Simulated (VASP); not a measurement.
Write the native input for VASP 6.6.1 that does the following.

```yaml
Task: single point
Functional: PBE
Potentials_or_basis: VASP PAW PBE potentials, release 64 (Si)
Cutoff: 520 eV
k_mesh: 8 × 8 × 8
Occupations: methfessel-paxton, width 0.1 eV
Spin: no spin polarisation
Dipole_correction: no
Further_INCAR_settings: ALGO = Normal; EDIFF = 1e-06; NBANDS = 16
```

The structure of Si lies in POSCAR:

```
Si
1.0
    5.3511466949      0.0000003674      0.0000001029
    4.0289886768      3.3457945853     -0.0000000032
    1.3221577131      0.1615227820      3.3418931979
Si
4
Direct
    0.7273940000      0.2726060000      0.7273940000
    0.2726060000      0.7273940000      0.2726060000
    0.7797690000      0.7797690000      0.2202310000
    0.2202310000      0.2202310000      0.7797690000
```

One way to write it, as run:

INCAR

```
SYSTEM = Si
PREC = Accurate ; ENCUT = 520
EDIFF = 1E-6 ; ISMEAR = 1
SIGMA = 0.1 ; LREAL = .FALSE.
LASPH = .TRUE. ; NELM = 100
ALGO = Normal ; ISIF = 2
LWAVE = .FALSE. ; LCHARG = .TRUE.
GGA = PE ; LELF = .TRUE.
LVHAR = .TRUE. ; NBANDS = 16
```

KPOINTS

```
regular mesh
0
G
  8 8 8
  0 0 0
```

Potentials or basis: VASP PAW PBE potentials, release 64 (Si).

Run with:

```sh
$ cat potpaw_PBE.64/Si/POTCAR > POTCAR
$ mpirun -np 1 vasp_std > vasp.out
```

It gave:

```
Pressure               : 3.3 GPa
Largest force          : 0.115 eV/Å
Band gap on the k mesh : zero (bands 8 and 9 overlap by 3.75 eV)
```

Caveat: the cell stands under pressure.

Run time: 100 s on 1 thread of Intel Xeon 8259CL, on a shared host, peak memory 0.22 GiB.
